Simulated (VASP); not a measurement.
Here is a VASP 6.6.1 calculation.

INCAR

```
PREC = Accurate
ENCUT = 520
EDIFF = 1E-7
ISMEAR = 0
SIGMA = 0.1
LREAL = False
LASPH = True
NELM = 150
ALGO = Normal
ISIF = 2
LWAVE = False
LCHARG = True
ISPIN = 2
MAGMOM = 1 0
LORBIT = 11
LMAXMIX = 4
GGA = PE
LELF = True
LVHAR = True
NBANDS = 21
```

File KPOINTS:

```
regular mesh
0
Gamma
  6 6 6
```

POSCAR

```
MoS
1.0
    3.4404364600      0.0000000000      0.0000000000
    0.0000000000      3.4404364600      0.0000000000
    0.0000000000      0.0000000000      3.4404364600
Mo S
1 1
Direct
    0.5000000000      0.5000000000      0.5000000000
    0.0000000000      0.0000000000      0.0000000000
```

Potentials or basis: VASP PAW PBE potentials, release 64 (Mo_sv, S).

Launch:

```sh
$ cat potpaw_PBE.64/Mo_sv/POTCAR potpaw_PBE.64/S/POTCAR > POTCAR
$ mpirun -np 1 vasp_std > vasp.out
```

(1) Predict the band gap on the k mesh.

(2) Estimate the site moments.

(3) What does it give for the pressure?

(4) What does it give for the net moment?

Results:

(1) zero (filled and empty bands overlap).

(2) Mo +1.82; S -0.12 μB.

(3) -26.4 GPa.

(4) 2.00 μB per cell.

Caveat: the cell stands under tension.
